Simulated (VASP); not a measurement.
Write the native input for VASP 6.6.1 that does the following.

```yaml
Task: single point
Functional: PBE
Potentials_or_basis: VASP PAW PBE potentials, release 64 (Mg, O)
Cutoff: 520 eV
k_mesh: 12 × 12 × 6
Occupations: fermi-dirac, width 0.02 eV
Spin: no spin polarisation
Dipole_correction: no
Further_INCAR_settings: ALGO = Normal; EDIFF = 1e-07; NBANDS = 16
```

The structure of MgO lies in POSCAR:

```
MgO
1.0
    3.2882172281      0.0000000000      0.0000000000
   -1.6441086140      2.8476796527      0.0000000000
    0.0000000000      0.0000000000      5.0343662748
Mg O
2 2
Direct
    0.3333333333      0.6666666667     -0.0098385227
    0.6666666667      0.3333333333      0.4901614773
    0.3333333333      0.6666666667      0.3848385227
    0.6666666667      0.3333333333      0.8848385227
```

One way to write it, as run:

INCAR

```
ALGO     = Normal         # electronic algorithm
EDIFF    = 1E-7           # SCF threshold, eV
ENCUT    = 520            # plane-wave cutoff, eV
GGA      = PE             # functional
ISIF     = 2              # what is computed and relaxed
ISMEAR   = -1             # smearing method
LASPH    = T              # aspherical terms in the spheres
LCHARG   = F              # write CHGCAR
LREAL    = F              # projectors in reciprocal space
LWAVE    = F              # write WAVECAR
NBANDS   = 16             # bands
NELM     = 80             # most SCF steps
PREC     = Accurate       # precision mode
SIGMA    = 0.02           # smearing width, eV
```

KPOINTS

```
k-points
0
Gamma
  12 12 6
```

Potentials or basis: VASP PAW PBE potentials, release 64 (Mg, O).

The run is started by

```console
$ cat potpaw_PBE.64/Mg/POTCAR potpaw_PBE.64/O/POTCAR > POTCAR
$ mpirun -np 1 vasp_std > vasp.out
```

It gave:

* Pressure: 3.5 GPa
* Largest force: 0.015 eV/Å
* Band gap on the k mesh: 3.54 eV, direct

It took 36 s on 1 thread of Intel(R) Xeon(R) Platinum 8259CL CPU @ 2.50GHz (Skylake/Cascade Lake), with other jobs on the host, peak memory 0.19 GiB.
